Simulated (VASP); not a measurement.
## TaN: single point with r2SCAN+D4

Crystal: TaN.

```
Ta N
1.0
     5.19100    0.00000    0.00000
    -2.59550    4.49554    0.00000
     0.00000    0.00000    2.90800
Ta N
3 3
Direct
  0.00000 0.00000 0.00000
  0.33333 0.66667 0.50000
  0.66667 0.33333 0.50000
  0.50000 0.00000 0.00000
  0.50000 0.50000 0.00000
  0.00000 0.50000 0.00000
```

```yaml
Program: VASP 6.6.1
Task: single point
Functional: r2SCAN
Dispersion: D4
Potentials_or_basis: VASP PAW PBE potentials, release 64 (Ta_pv, N)
Cutoff: 520 eV
k_mesh: 5 × 5 × 8
Occupations: fermi-dirac, width 0.05 eV
Spin: no spin polarisation
Dipole_correction: no
Further_INCAR_settings: ALGO = Normal; EDIFF = 1e-06; NBANDS = 33
```

The pressure is 5.1 GPa. The band gap on the k mesh is zero (bands 24 and 25 overlap by 2.21 eV) and the dispersion energy per atom is -0.108 eV.

Stress tensor (GPa, compression positive):
```
5.59 0.00 0.00
0.00 5.59 0.00
0.00 0.00 4.10
```

Levels at points of the mesh, in eV from the Fermi level:
```
           k point  band 20  band 21  band 22  band 23  band 24  band 25  band 26  band 27  band 28  band 29
(0.00, 0.00, 0.00)    -3.34    -3.34    -2.75    -2.19    -1.20    -1.20     0.87     0.87     1.52     2.26
(0.00, 0.00, 0.50)    -3.99    -3.41    -3.41    -2.14     1.01     1.01     1.38     2.12     2.56     2.56
```

Wall time 5.5 min on 1 thread of Intel Xeon 8259CL, on a shared host, peak memory 0.22 GiB.

Caveat: the cell stands under pressure; the PAW data sets were made with another functional, which shifts forces and pressure a little; spin-orbit coupling is left out, which moves the levels of the heavy elements.
